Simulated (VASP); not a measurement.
# BN (hexagonal boron nitride) (P6_3/mmc) in VASP: single point with PBE+D3(BJ)

Aim: the single point of BN (hexagonal boron nitride) with PBE+D3(BJ).

Everything below comes from runs of VASP 6.6.1. Logs are shortened: lines on timing, memory, paths and dates and some standing lists are left out, and cuts for length are marked.

### Step 1. The cell of the first run

It takes space group P6_3/mmc (No. 194, hexagonal). Conventional cell: a = 2.507 Å, b = 2.507 Å, c = 6.618 Å, α = 90.00°, β = 90.00°, γ = 120.00°. Within 1.9 Å of B (site symmetry -6m2) lie 3 N at 1.45 Å. Within 1.9 Å of N (site symmetry -6m2) lie 3 B at 1.45 Å.

### Step 2. Single point, PBE+D3(BJ)

File INCAR:

```
SYSTEM = BN
ALGO = Normal ; EDIFF = 1E-6
ENCUT = 520 ; GGA = PE
ISIF = 2 ; ISMEAR = 0
IVDW = 12 ; LASPH = .True.
LCHARG = .False. ; LREAL = .False.
LWAVE = .False. ; NBANDS = 16
NELM = 80 ; PREC = Accurate
SIGMA = 0.01
```

File KPOINTS:

```
k-points
0
Gamma
  12 12 4
  0 0 0
```

File POSCAR:

```
BN
1.0
    2.5065242294      0.0000000000      0.0000000000
   -1.2532621147      2.1707136579      0.0000000000
    0.0000000000      0.0000000000      6.6178336651
B N
2 2
Direct
    0.3333333333      0.6666666667      0.2500000000
    0.6666666667      0.3333333333      0.7500000000
    0.6666666667      0.3333333333      0.2500000000
    0.3333333333      0.6666666667      0.7500000000
```

Potentials or basis: VASP PAW PBE potentials, release 64 (B, N).

The run is started by

```
$ cat potpaw_PBE.64/B/POTCAR potpaw_PBE.64/N/POTCAR > POTCAR
$ mpirun -np 1 vasp_std > vasp.out
```

OUTCAR:

```text
SYSTEM = BN
   EDIFF = 1E-6
   ENCUT = 520
   GGA = PE
   ISIF = 2
   ISMEAR = 0
   IVDW = 12
   LASPH = .True.
   LREAL = .False.
   NELM = 80
   PREC = Accurate
 IVDW          = 12

 ion  position               nearest neighbor table
   1  0.333  0.667  0.250-   3 1.45   3 1.45   3 1.45
   2  0.667  0.333  0.750-   4 1.45   4 1.45   4 1.45
   3  0.667  0.333  0.250-   1 1.45   1 1.45   1 1.45
   4  0.333  0.667  0.750-   2 1.45   2 1.45   2 1.45

  LATTYP: Found a hexagonal cell.
 ALAT       =     2.5065242294
 C/A-ratio  =     2.6402432450

  Lattice vectors:

 A1 = (   2.5065242294,   0.0000000000,   0.0000000000)
 A2 = (  -1.2532621147,   2.1707136579,   0.0000000000)
 A3 = (   0.0000000000,   0.0000000000,   6.6178336651)

Analysis of symmetry for initial positions (statically):
=====================================================================
 Subroutine PRICEL returns:
 Original cell was already a primitive cell.

 Routine SETGRP: Setting up the symmetry group for a
 hexagonal supercell.

 Subroutine GETGRP returns: Found 24 space group operations
 (whereof 12 operations were pure point group operations)
 out of a pool of 24 trial point group operations.

The static configuration has the point symmetry D_3d.
 The point group associated with its full space group is D_6h.

Analysis of symmetry for dynamics (positions and initial velocities):
=====================================================================
 Subroutine PRICEL returns:
 Original cell was already a primitive cell.

 Routine SETGRP: Setting up the symmetry group for a
 hexagonal supercell.

 Subroutine GETGRP returns: Found 24 space group operations
 (whereof 12 operations were pure point group operations)
 out of a pool of 24 trial point group operations.

The dynamic configuration has the point symmetry D_3d.
 The point group associated with its full space group is D_6h.

 Subroutine INISYM returns: Found 24 space group operations
 (whereof 12 operations are pure point group operations),
 and found     1 'primitive' translations

----------------------------------------------------------------------------------------

                                     Primitive cell

  volume of cell :      36.0073

  direct lattice vectors                    reciprocal lattice vectors
     2.506524229  0.000000000  0.000000000     0.398958840  0.230338994  0.000000000
    -1.253262115  2.170713658  0.000000000     0.000000000  0.460677988  0.000000000
     0.000000000  0.000000000  6.617833665     0.000000000  0.000000000  0.151106850

  length of vectors
     2.506524229  2.506524229  6.617833665     0.460677988  0.460677988  0.151106850

  position of ions in fractional coordinates (direct lattice)
     0.333333333  0.666666667  0.250000000
     0.666666667  0.333333333  0.750000000
     0.666666667  0.333333333  0.250000000
     0.333333333  0.666666667  0.750000000

  ion indices of the primitive-cell ions
   primitive index   ion index
                 1           1
                 2           2
                 3           3
                 4           4

----------------------------------------------------------------------------------------

 KPOINTS: k-points

Automatic generation of k-mesh.
 Grid dimensions read from file:
 generate k-points for:   12   12    4

 Generating k-lattice:

  Cartesian coordinates                     Fractional coordinates (reciprocal lattice)
     0.033246570  0.019194916  0.000000000     0.083333333 -0.000000000  0.000000000
     0.000000000  0.038389832  0.000000000     0.000000000  0.083333333  0.000000000
     0.000000000  0.000000000  0.037776713     0.000000000  0.000000000  0.250000000

  Length of vectors
     0.038389832  0.038389832  0.037776713

  Shift w.r.t. Gamma in fractional coordinates (k-lattice)
     0.000000000  0.000000000  0.000000000

 Subroutine IBZKPT returns following result:
 ===========================================

 Found     57 irreducible k-points:

 Following reciprocal coordinates:
            Coordinates               Weight
  0.000000  0.000000  0.000000      1.000000
  0.083333  0.000000  0.000000      6.000000
  0.166667  0.000000  0.000000      6.000000
  0.250000 -0.000000  0.000000      6.000000
  0.333333 -0.000000  0.000000      6.000000
  0.416667 -0.000000  0.000000      6.000000
[... 16 lines left out ...]
  0.250000 -0.000000  0.250000     12.000000
  0.333333 -0.000000  0.250000     12.000000
 [... further k-points ...]
   k-points           NKPTS =     57   k-points in BZ     NKDIM =     57   number of bands    NBANDS=     16
   number of dos      NEDOS =    301   number of ions     NIONS =      4
   total plane-waves  NPLWV =  20000
   dimension x,y,z NGX =    20 NGY =   20 NGZ =   50
   dimension x,y,z NGXF=    40 NGYF=   40 NGZF=  100
   ions per type =               2   2
   NGX,Y,Z   is equivalent  to a cutoff of  13.27, 13.27, 12.56 a.u.
   NGXF,Y,Z  is equivalent  to a cutoff of  26.53, 26.53, 25.12 a.u.
 SYSTEM =  BN
   PREC   = accura    normal or accurate (medium, high low for compatibility)
   ISTART =      0    job   : 0-new  1-cont  2-samecut
   ICHARG =      2    charge: 1-file 2-atom 10-const
   ISPIN  =      1    spin polarized calculation?
   LNONCOLLINEAR =      F non collinear calculations
   LSORBIT =      F    spin-orbit coupling
   LASPH  =      T    aspherical Exc in radial PAW
   ENCUT  =  520.0 eV  38.22 Ry    6.18 a.u.   4.66  4.66 12.30*2*pi/ulx,y,z
   NELM   =     80;   NELMIN=  2; NELMDL= -5     # of ELM steps
   EDIFF  = 0.1E-05   stopping-criterion for ELM
   LREAL  =      F    real-space projection
   EDIFFG = 0.1E-04   stopping-criterion for IOM
   NSW    =      0    number of steps for IOM
   IBRION =     -1    ionic relax: 0-MD 1-quasi-New 2-CG
   NFREE  =      0    steps in history (QN), initial steepest desc. (CG)
   ISIF   =      2    stress and relaxation
   ISYM   =      2    0-nonsym 1-usesym 2-fastsym
   POTIM  = 0.5000    time-step for ionic-motion
   TEBEG  =    0.0;   TEEND  =   0.0 temperature during run
   PSTRESS=    0.0 pullay stress
   NELECT =      16.0000    total number of electrons
   NUPDOWN=      -1.0000    fix difference up-down
   EMIN   =  10.00;   EMAX   =-10.00  energy-range for DOS
   EFERMI =   0.00;   METHOD = LEGACY
   ISMEAR =     0;   SIGMA  =   0.01  broadening in eV -4-tet -1-fermi 0-gaus
   EFERMI_NEDOS =   21; number of points for ismear=-14 and -15
   IALGO  =     38    algorithm
   IMIX   =      4    mixing-type and parameters
     AMIX     =   0.40;   BMIX     =  1.00
     AMIX_MAG =   1.60;   BMIX_MAG =  1.00
  volume/ion in A,a.u.               =       9.00        60.75
  Fermi-wavevector in a.u.,A,eV,Ry     =   1.249256  2.360751 21.233799  1.560640
  Thomas-Fermi vector in A             =   2.383305
   LORBIT       =      0    0 simple, 1 ext, 2 COOP (PROOUT), +10 PAW based schemes
   GGA     = PE    functional components
   LHFCALC =     F    Hartree Fock is set to
   AEXX    =    0.0000 exact exchange contribution
   IVDW    =    12    specifies the selected vdW correction
   LEPSILON=     F    determine dielectric tensor
   LRPA    =     F    only Hartree local field effects (RPA)
 non-spin polarized calculation
 Gauss-broadening in eV      SIGMA  =   0.01
  energy-cutoff  :      520.00
  volume of cell :       36.01
 maximum number of plane-waves:       992
 NGX is ok and might be reduce to    20
   NGX =  9   NGY =  9   NGZ = 25

 number of electron      15.9999997 magnetization

 Free energy of the ion-electron system (eV)
  ---------------------------------------------------
  ext. energy  EPLUGINS =         0.00000000
  ---------------------------------------------------
  free energy    TOTEN  =       -35.15192119 eV

  energy without entropy =      -35.15192119  energy(sigma->0) =      -35.15192119

 E-fermi :   2.4198     XC(G=0): -10.0864

 val. band max:        2.2870059388   @ k =   0.3333   0.3333   0.5000
 cond. band min:       6.5540084106   @ k =   0.5000  -0.0000   0.0000
 fundamental gap:      4.2670024718
 Fermi energy:         2.4198362463

 k-point     1 :       0.0000    0.0000    0.0000
  band No.  band energies     occupation
      1     -15.4968      2.00000
      2     -15.1943      2.00000
      3      -3.9260      2.00000
      4      -1.7630      2.00000
      5       0.9533      2.00000
      6       0.9533      2.00000
[... 8 lines left out ...]
     15      14.4858      0.00000
     16      15.2826      0.00000

 k-point     2 :       0.0833    0.0000    0.0000
  band No.  band energies     occupation
      1     -15.3610      2.00000
      2     -15.0632      2.00000
      3      -3.7398      2.00000
      4      -1.5962      2.00000
      5       0.3958      2.00000
      6       0.4302      2.00000
[... 8 lines left out ...]
     15      14.7770      0.00000
     16      14.9752      0.00000

 k-point     3 :       0.1667    0.0000    0.0000
  band No.  band energies     occupation
      1     -14.9609      2.00000
      2     -14.6776      2.00000
      3      -3.1878      2.00000
      4      -1.1059      2.00000
      5      -1.0183      2.00000
      6      -0.9766      2.00000
[... 8 lines left out ...]
     15      16.1047      0.00000
     16      16.1276      0.00000

 k-point     4 :       0.2500   -0.0000    0.0000
  band No.  band energies     occupation
      1     -14.3232      2.00000
      2     -14.0653      2.00000
      3      -2.8143      2.00000
      4      -2.7508      2.00000
      5      -2.2950      2.00000
      6      -0.6702      2.00000
[... 8 lines left out ...]
     15      17.6902      0.00000
     16      18.2764      0.00000

 k-point     5 :       0.3333   -0.0000    0.0000
  band No.  band energies     occupation
      1     -13.5144      2.00000
      2     -13.2976      2.00000
      3      -4.6018      2.00000
      4      -4.5176      2.00000
      5      -1.2976      2.00000
      6      -1.2339      2.00000
[... 8 lines left out ...]
     15      17.9958      0.00000
     16      20.8003      0.00000

 k-point     6 :       0.4167   -0.0000    0.0000
  band No.  band energies     occupation
      1     -12.7054      2.00000
      2     -12.5576      2.00000
      3      -6.0236      2.00000
      4      -5.9387      2.00000
      5      -1.7090      2.00000
      6      -1.6425      2.00000
[... 8 lines left out ...]
     15      17.5407      0.00000
     16      21.3497      0.00000
[... 267 lines left out ...]
 k-point    21 :       0.0833    0.0000    0.2500
  band No.  band energies     occupation
      1     -15.3197      2.00000
      2     -15.1094      2.00000
      3      -3.4790      2.00000
      4      -1.9857      2.00000
      5       0.4024      2.00000
      6       0.4283      2.00000
[... 8 lines left out ...]
     15      14.8109      0.00000
     16      14.9555      0.00000

 k-point    22 :       0.1667    0.0000    0.2500
  band No.  band energies     occupation
      1     -14.9216      2.00000
      2     -14.7214      2.00000
      3      -2.9365      2.00000
      4      -1.5031      2.00000
      5      -1.0056      2.00000
      6      -0.9568      2.00000
[... 8 lines left out ...]
     15      16.0258      0.00000
     16      16.1094      0.00000

 k-point    23 :       0.2500   -0.0000    0.2500
  band No.  band energies     occupation
      1     -14.2872      2.00000
      2     -14.1049      2.00000
      3      -2.8204      2.00000
      4      -2.7672      2.00000
      5      -2.0335      2.00000
      6      -0.6674      2.00000
[... 8 lines left out ...]
     15      18.2921      0.00000
     16      18.3743      0.00000

 k-point    24 :       0.3333   -0.0000    0.2500
  band No.  band energies     occupation
      1     -13.4838      2.00000
      2     -13.3305      2.00000
      3      -4.5932      2.00000
      4      -4.5332      2.00000
      5      -1.2884      2.00000
      6      -1.2433      2.00000
[... 8 lines left out ...]
     15      19.0740      0.00000
     16      20.8134      0.00000

 [... further k-points ...]

------------------------ aborting loop because EDIFF is reached ----------------------------------------

 Edisp (eV)   -0.56578

 E8    (eV) :    -0.1658

  FORCE on cell =-STRESS in cart. coord.  units (eV):
  Direction    XX          YY          ZZ          XY          YZ          ZX
  --------------------------------------------------------------------------------------
  -------------------------------------------------------------------------------------
  Total       0.03158     0.03158    -0.03191     0.00000    -0.00000     0.00000
  in kB       1.40516     1.40516    -1.41989     0.00000    -0.00000     0.00000
  external pressure =        0.46 kB  Pullay stress =        0.00 kB

 VOLUME and BASIS-vectors are now :
 -----------------------------------------------------------------------------
  energy-cutoff  :      520.00
  volume of cell :       36.01
      direct lattice vectors                 reciprocal lattice vectors
     2.506524229  0.000000000  0.000000000     0.398958840  0.230338994  0.000000000
    -1.253262115  2.170713658  0.000000000     0.000000000  0.460677988  0.000000000
     0.000000000  0.000000000  6.617833665     0.000000000  0.000000000  0.151106850

 POSITION                                       TOTAL-FORCE (eV/Angst)
 -----------------------------------------------------------------------------------
     -0.00000      1.44714      1.65446         0.000000     -0.000000      0.000000
      1.25326      0.72357      4.96338        -0.000000     -0.000000      0.000000
      1.25326      0.72357      1.65446        -0.000000      0.000000      0.000000
     -0.00000      1.44714      4.96338         0.000000      0.000000      0.000000
 -----------------------------------------------------------------------------------
    total drift:                               -0.000000      0.000000      0.000000

  FREE ENERGIE OF THE ION-ELECTRON SYSTEM (eV)
  ---------------------------------------------------
  free  energy   TOTEN  =       -35.7177012359 eV

  energy  without entropy=      -35.7177012359  energy(sigma->0) =      -35.71770124
```

Wall time 19 s (1 thread of Intel Xeon 6975P-C, shared host); peak memory 0.17 GiB.

What came out:

- Free energy: -35.7177 eV
- Pressure: 0.0 GPa
- Band gap on the k mesh: 4.27 eV, indirect (least direct gap 4.63 eV)
- Dispersion energy per atom: -0.141 eV
